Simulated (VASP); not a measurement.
# Be2CdF6 (Fm-3m) in VASP: a series of runs, part 2 of 2

VASP 6.6.1. Earlier steps stand in the parts before.

## (5) Relaxation of cell and atoms, PBE (atoms taken out)

Input file INCAR:

```
SYSTEM = Be2CdF6
ALGO     = Normal         ! electronic algorithm
EDIFF    = 1E-7           ! SCF threshold, eV
EDIFFG   = -0.04          ! ionic threshold
ENCUT    = 600            ! plane-wave cutoff, eV
GGA      = PE             ! functional
IBRION   = 2              ! ionic algorithm
ISIF     = 3              ! what is computed and relaxed
ISMEAR   = 0              ! smearing method
LASPH    = .True.         ! aspherical terms in the spheres
LCHARG   = .False.        ! write CHGCAR
LREAL    = .False.        ! projectors in reciprocal space
LWAVE    = .False.        ! write WAVECAR
NELM     = 80             ! most SCF steps
NSW      = 90             ! ionic steps
PREC     = Accurate       ! precision mode
SIGMA    = 0.1            ! smearing width, eV
```

Input file KPOINTS:

```
k-points
0
Gamma
  4 4 4
  0 0 0
```

Input file POSCAR:

```
Be2CdF6
1.0
    0.0000000000      4.4046448500      4.4046448500
    4.4046448500      0.0000000000      4.4046448500
    4.4046448500      4.4046448500      0.0000000000
Be Cd F
2 1 6
Direct
    0.7500000000      0.7500000000      0.7500000000
    0.2500000000      0.2500000000      0.2500000000
    0.0000000000      0.0000000000      0.0000000000
    0.5000000000      0.0000000000      0.0000000000
    0.0000000000      0.5000000000      0.5000000000
    0.0000000000      0.5000000000      0.0000000000
    0.5000000000      0.0000000000      0.5000000000
    0.0000000000      0.0000000000      0.5000000000
    0.5000000000      0.5000000000      0.0000000000
```

Potentials or basis: VASP PAW PBE potentials, release 64 (Be, Cd, F).

Started as:

```console
> cat potpaw_PBE.64/Be/POTCAR potpaw_PBE.64/Cd/POTCAR potpaw_PBE.64/F/POTCAR > POTCAR
> mpirun -np 1 vasp_std > vasp.out
```

OUTCAR:

```text
SYSTEM = Be2CdF6
   EDIFF = 1E-7
   EDIFFG = -0.04
   ENCUT = 600
   GGA = PE
   IBRION = 2
   ISIF = 3
   ISMEAR = 0
   LASPH = .True.
   LREAL = .False.
   NELM = 80
   NSW = 90
   PREC = Accurate

 ion  position               nearest neighbor table
   1  0.750  0.750  0.750-
   2  0.250  0.250  0.250-
   3  0.000  0.000  0.000-
   4  0.500  0.000  0.000-
   5  0.000  0.500  0.500-
   6  0.000  0.500  0.000-
   7  0.500  0.000  0.500-
   8  0.000  0.000  0.500-
   9  0.500  0.500  0.000-

  LATTYP: Found a face centered cubic cell.
[... 179 lines left out ...]
  free energy    TOTEN  =       -33.83367247 eV

  energy without entropy =      -33.83367237  energy(sigma->0) =      -33.83367242

------------------------ aborting loop because EDIFF is reached ----------------------------------------

  FORCE on cell =-STRESS in cart. coord.  units (eV):
  Direction    XX          YY          ZZ          XY          YZ          ZX
  --------------------------------------------------------------------------------------
  -------------------------------------------------------------------------------------
  Total      -20.7761301    -20.7761301    -20.7761301     -0.0000000      0.0000000      0.0000000
  in kB     -194.7657347   -194.7657347   -194.7657347     -0.0000000      0.0000000      0.0000000
  external PRESSURE =    -194.7657347 kB  Pullay stress =       0.0000000 kB
[... 1154 lines left out ...]
--------------------------------------- Ionic step        7  -------------------------------------------

 number of electron      58.0000007 magnetization

 Free energy of the ion-electron system (eV)
  ---------------------------------------------------
  ext. energy  EPLUGINS =         0.00000000
  ---------------------------------------------------
  free energy    TOTEN  =       -42.69027865 eV

  energy without entropy =      -42.69027865  energy(sigma->0) =      -42.69027865

 E-fermi :  -0.1399     XC(G=0): -10.3489

 val. band max:       -0.5835698638   @ k =   0.0000   0.0000   0.0000
 cond. band min:       2.6172971913   @ k =   0.0000   0.0000   0.0000
 fundamental gap:      3.2008670551
 Fermi energy:        -0.1398758334
[... 330 lines left out ...]
  FREE ENERGIE OF THE ION-ELECTRON SYSTEM (eV)
  ---------------------------------------------------
  free  energy   TOTEN  =       -42.6902786549 eV

  energy  without entropy=      -42.6902786548  energy(sigma->0) =      -42.69027865

 reached required accuracy - stopping structural energy minimisation
```

OSZICAR:

```text
N       E                     dE             d eps       ncg     rms          rms(c)
DAV:   1     0.484378903331E+03    0.48438E+03   -0.32928E+04   544   0.173E+03
DAV:   2     0.199626790599E+01   -0.48238E+03   -0.47161E+03   660   0.389E+02
DAV:   3    -0.409441372034E+02   -0.42940E+02   -0.42808E+02   596   0.124E+02
[... 93 lines left out ...]
DAV:   7    -0.426902774378E+02   -0.53591E-05   -0.18573E-05   642   0.415E-02    0.759E-03
DAV:   8    -0.426902789050E+02   -0.14672E-05   -0.54188E-06   582   0.259E-02    0.247E-03
DAV:   9    -0.426902787754E+02    0.12960E-06   -0.11989E-07   416   0.473E-03    0.107E-03
DAV:  10    -0.426902786389E+02    0.13645E-06   -0.49962E-08   298   0.250E-03    0.343E-04
DAV:  11    -0.426902786549E+02   -0.15923E-07   -0.70055E-09   284   0.848E-04
   7 F= -.42690279E+02 E0= -.42690279E+02  d E =-.885661E+01
```

CONTCAR:

```text
Be2CdF6
   1.00000000000000
    -0.0000000000000000    3.5467959159098728    3.5467959159098728
     3.5467959159098732    0.0000000000000000    3.5467959159098728
     3.5467959159098732    3.5467959159098728    0.0000000000000000
  Be              Cd              F
     2     1     6
Direct
     0.7500000000000000    0.7500000000000000    0.7500000000000000
     0.2500000000000000    0.2500000000000000    0.2500000000000000
     0.0000000000000000    0.0000000000000000    0.0000000000000000
     0.5000000000000000    0.0000000000000000    0.0000000000000000
     0.0000000000000000    0.5000000000000000    0.5000000000000000
     0.0000000000000000    0.5000000000000000    0.0000000000000000
     0.5000000000000000    0.0000000000000000    0.5000000000000000
     0.0000000000000000    0.0000000000000000    0.5000000000000000
     0.5000000000000000    0.5000000000000000    0.0000000000000000

  0.00000000E+00  0.00000000E+00  0.00000000E+00
  0.00000000E+00  0.00000000E+00  0.00000000E+00
  0.00000000E+00  0.00000000E+00  0.00000000E+00
  0.00000000E+00  0.00000000E+00  0.00000000E+00
  0.00000000E+00  0.00000000E+00  0.00000000E+00
  0.00000000E+00  0.00000000E+00  0.00000000E+00
  0.00000000E+00  0.00000000E+00  0.00000000E+00
  0.00000000E+00  0.00000000E+00  0.00000000E+00
  0.00000000E+00  0.00000000E+00  0.00000000E+00
```

It took 3.6 min on 1 thread of Intel Xeon Platinum 8481C at 2.70GHz (Sapphire Rapids), shared host; peak memory 0.41 GiB.

Results:

| Property | Result |
| --- | --- |
| Free energy | -42.6903 eV |
| Relaxed volume | 9.92 Å³/atom |
| Relaxed cell | a = 5.016 Å, b = 5.016 Å, c = 5.016 Å, α = 60.00°, β = 60.00°, γ = 60.00° |
| Space group after relaxing (to 0.1 Å) | Fm-3m (No. 225) |
| Pressure after relaxing | -0.2 GPa |
| Band gap on the k mesh | 3.20 eV |

Final structure:
```
CELL_PARAMETERS angstrom
0.00000 3.54680 3.54680
3.54680 0.00000 3.54680
3.54680 3.54680 0.00000
ATOMIC_POSITIONS crystal
Be 0.75000 0.75000 0.75000
Be 0.25000 0.25000 0.25000
Cd 0.00000 0.00000 0.00000
F 0.50000 0.00000 0.00000
F 0.00000 0.50000 0.50000
F 0.00000 0.50000 0.00000
F 0.50000 0.00000 0.50000
F 0.00000 0.00000 0.50000
F 0.50000 0.50000 0.00000
```

Levels at points of the mesh, in eV from the valence-band top:
| k point | band 27 | band 28 | band 29 | band 30 | band 31 | band 32 |
| --- | --- | --- | --- | --- | --- | --- |
| (0.00, 0.00, 0.00) | 0.00 | 0.00 | 0.00 | 3.20 | 10.24 | 12.01 |
| (0.50, 0.00, 0.00) | -0.42 | -0.42 | -0.29 | 5.68 | 9.27 | 11.97 |
| (0.50, 0.50, 0.00) | -0.66 | -0.66 | 0.00 | 6.39 | 9.61 | 11.14 |

Caveat: the cell differs from its parent crystal (atoms taken out); the volume moved by over 15 % at a fixed basis, so the end points are rough.

## (6) Relaxation of cell and atoms, PBE (atoms taken out)

Input file INCAR:

```
ALGO     = Normal         # electronic algorithm
EDIFF    = 1E-6           # SCF threshold, eV
EDIFFG   = -0.01          # ionic threshold
ENCUT    = 600            # plane-wave cutoff, eV
GGA      = PE             # functional
IBRION   = 2              # ionic algorithm
ISIF     = 3              # what is computed and relaxed
ISMEAR   = 0              # smearing method
LASPH    = T              # aspherical terms in the spheres
LCHARG   = F              # write CHGCAR
LREAL    = F              # projectors in reciprocal space
LWAVE    = F              # write WAVECAR
NELM     = 80             # most SCF steps
NSW      = 100            # ionic steps
PREC     = Accurate       # precision mode
SIGMA    = 0.02           # smearing width, eV
```

Input file KPOINTS:

```
k-points
0
Gamma
  6 6 6
```

POSCAR: that of step 5 with these lines changed.

```diff
@@ -2,5 +2,5 @@
 1.0
-    0.0000000000      4.4046448500      4.4046448500
-    4.4046448500      0.0000000000      4.4046448500
-    4.4046448500      4.4046448500      0.0000000000
+    0.0000000000      3.5400792755      3.5400792755
+    3.5400792755      0.0000000000      3.5400792755
+    3.5400792755      3.5400792755      0.0000000000
 Be Cd F
```

Potentials or basis: VASP PAW PBE potentials, release 64 (Be, Cd, F).

Started as:

```console
> cat potpaw_PBE.64/Be/POTCAR potpaw_PBE.64/Cd/POTCAR potpaw_PBE.64/F/POTCAR > POTCAR
> mpirun -np 1 vasp_std > vasp.out
```

Wall time 27 s (1 thread of Intel Xeon Platinum 8481C at 2.70GHz (Sapphire Rapids), shared host); peak memory 0.26 GiB.

The run converged. Its results:

```
Free energy             : -42.5262 eV
Pressure after relaxing : -0.1 GPa
Band gap on the k mesh  : 3.23 eV
```

Final structure:
```
Be Cd F
1.0
     0.00000    3.54008    3.54008
     3.54008    0.00000    3.54008
     3.54008    3.54008    0.00000
Be Cd F
2 1 6
Cartesian
  5.3101 5.3101 5.3101
  1.7700 1.7700 1.7700
  0.0000 0.0000 0.0000
  0.0000 1.7700 1.7700
  3.5401 1.7700 1.7700
  1.7700 0.0000 1.7700
  1.7700 3.5401 1.7700
  1.7700 1.7700 0.0000
  1.7700 1.7700 3.5401
```

Levels at points of the mesh, in eV from the valence-band top:
| k point | band 26 | band 27 | band 28 | band 29 | band 30 | band 31 | band 32 | band 33 |
| --- | --- | --- | --- | --- | --- | --- | --- | --- |
| (0.00, 0.00, 0.00) | -0.76 | 0.00 | 0.00 | 0.00 | 3.23 | 10.28 | 12.05 | 12.05 |
| (0.50, 0.00, 0.00) | -0.50 | -0.43 | -0.43 | -0.29 | 5.72 | 9.31 | 12.03 | 12.36 |
| (0.50, 0.50, 0.00) | -1.02 | -0.66 | -0.66 | 0.00 | 6.44 | 9.65 | 11.19 | 11.19 |

Caveat: the cell differs from its parent crystal (atoms taken out); the relaxation stopped at its first step, so nothing moved.

## (7) The runs side by side

| task | cell | k mesh | cutoff (eV) | smearing | gap on the mesh (eV) | pressure (GPa) |
| --- | --- | --- | --- | --- | --- | --- |
| single point | a = 5.006 Å, angles 60.0°, 9 atoms | 4 × 4 × 4 | 520 | gaussian 0.1 eV | 3.22 | 0.1 |
| single point | a = 6.229 Å, angles 60.0°, 9 atoms | 4 × 4 × 4 | 520 | gaussian 0.1 eV | 0.66 | -19.4 |
| single point | a = 5.006 Å, angles 60.0°, 9 atoms | 6 × 6 × 6 | 520 | gaussian 0.02 eV | 3.22 | 0.1 |
| relaxation of cell and atoms | relaxed from a = 6.229 Å, angles 60.0°, 9 atoms | 4 × 4 × 4 | 600 | gaussian 0.1 eV | 3.20 | -0.2 |
| relaxation of cell and atoms | relaxed from a = 5.006 Å, angles 60.0°, 9 atoms | 6 × 6 × 6 | 600 | gaussian 0.02 eV | 3.23 | -0.1 |

Alike in all rows: level PBE; potentials or basis VASP PAW PBE potentials, release 64 (Be, Cd, F); no spin polarisation.

Caveats: the cell stands under tension (at least some runs); the volume moved by over 15 % at a fixed basis, so the end points are rough (at least some runs); the relaxation stopped at its first step, so nothing moved (at least some runs).

Absolute energies hang on the potentials; compare differences alone.
